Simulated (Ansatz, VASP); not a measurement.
Two plane-wave programs on CuAu

```
Au Cu
1.0
     1.43337    0.82756    4.22760
    -1.43337    0.82756    4.22760
     0.00000   -1.65511    4.22760
Au Cu
1 1
Cartesian
  0.0000 0.0000 0.0000
  0.0000 0.0000 6.3414
```

Alike in both runs: task single point; functional r2SCAN; k mesh 11 × 11 × 11; occupations fermi-dirac, width 0.05 eV; no spin polarisation.

```csv
,VASP,Ansatz
version,VASP 6.6.1,Ansatz 0.2.0
potentials or method,"VASP PAW PBE potentials, release 64 (Au, Cu)",Ansatz PAW
plane-wave cutoff (eV),520,500
valence electrons in the cell,22,38
```

VASP gave:

| Property | Result |
| --- | --- |
| gap on the k mesh at the Fermi level (eV) | none |
| pressure (GPa) | -1.6 |
| traceless stress, the component that is largest in VASP (GPa) | 0.67 |

Problem. What did Ansatz give for the same quantities?

Solution. gap on the k mesh at the Fermi level (eV): none; pressure (GPa): -2.0; traceless stress, the component that is largest in VASP (GPa): 0.61.

VASP's potentials were made for PBE, not for r2SCAN. A gap of «none» marks a metal or a gap that the smearing closes. VASP's potentials hold 22 valence electrons a cell and Ansatz's 38, so a difference there can come from the potentials and not from the codes.

Neither program's run includes spin-orbit coupling.
